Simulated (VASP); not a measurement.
Input of a VASP 6.6.1 run:

Contents of INCAR:

```
ALGO = Fast
EDIFF = 1E-6
ENCUT = 520
GGA = PE
ISIF = 2
ISMEAR = 0
LASPH = T
LCHARG = F
LREAL = F
LWAVE = F
NBANDS = 15
NELM = 80
PREC = Accurate
SIGMA = 0.1
```

The input KPOINTS:

```
k-points
0
Gamma
  6 6 4
```

Contents of POSCAR:

```
CsRe
1.0
    3.6893539700      0.0000000000      0.0000000000
   -1.8446769800      3.1950742600      0.0000000000
    0.0000000000      0.0000000000      5.6314427200
Cs Re
1 1
Direct
    0.0000000000      0.0000000000      0.5000000000
    0.0000000000      0.0000000000      0.0000000000
```

Potentials or basis: VASP PAW PBE potentials, release 64 (Cs_sv, Re).

Command:

```sh
$ cat potpaw_PBE.64/Cs_sv/POTCAR potpaw_PBE.64/Re/POTCAR > POTCAR
$ mpirun -np 1 vasp_std > vasp.out
```

(1) Predict the pressure.

(2) Predict the band gap on the k mesh.

Results:

(1) -6.9 GPa.

(2) zero (band 8 reaches 3.26 eV, above the bottom of band 9 at 2.41 eV).

Caveat: spin-orbit coupling is left out, which moves the levels of the heavy elements.
